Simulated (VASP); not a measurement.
Input of a VASP 6.6.1 run:

The input INCAR:

```
SYSTEM = WSe2
ALGO = Normal ; EDIFF = 1E-6
ENCUT = 520 ; GGA = PE
ISIF = 2 ; ISMEAR = 0
LASPH = .TRUE. ; LCHARG = .TRUE.
LELF = .TRUE. ; LREAL = .FALSE.
LVHAR = .TRUE. ; LWAVE = .FALSE.
NBANDS = 35 ; NELM = 80
PREC = Accurate ; SIGMA = 0.05
```

Contents of KPOINTS:

```
k-points
0
G
  9 9 2
  0 0 0
```

Contents of POSCAR:

```
WSe2
1.0
   -3.3206937274      0.0000000000      0.0000000000
   -1.6603468637     -2.8758051261      0.0000000000
   -0.8303394665     -0.4793967145     15.2573262715
W Se
2 4
Direct
    0.2916583333      0.2916583333      0.2500000000
    0.5416416667      0.5416416667      0.7500000000
    0.2266420121      0.2266420121      0.6400199235
    0.6433253454      0.6433253454      0.1400199235
    0.1899746546      0.1899746546      0.8599800765
    0.6066579879      0.6066579879      0.3599800765
```

Potentials or basis: VASP PAW PBE potentials, release 64 (W_sv, Se).

Launch:

```bash
$ cat potpaw_PBE.64/W_sv/POTCAR potpaw_PBE.64/Se/POTCAR > POTCAR
$ mpirun -np 1 vasp_std > vasp.out
```

**Question.** Estimate the pressure.

**Answer.** 0.3 GPa.

**Question.** What does it give for the largest force?

**Answer.** 0.049 eV/Å.

**Question.** Estimate the band gap on the k mesh.

**Answer.** 1.53 eV.

Forces on the atoms (eV/Å):
```
W    0.001  0.000  0.000
W   -0.001  0.000  0.000
Se   0.000  0.000 -0.049
Se   0.001  0.000 -0.045
Se  -0.001  0.000  0.045
Se   0.000  0.000  0.049
```

Caveat: the cell differs from its parent crystal (the part above a cut slid along it); spin-orbit coupling is left out, which moves the levels of the heavy elements; this functional lacks dispersion, which binds layers or chains, so the pressure and a relaxed spacing across them are unreliable. A k mesh can miss the band edges.
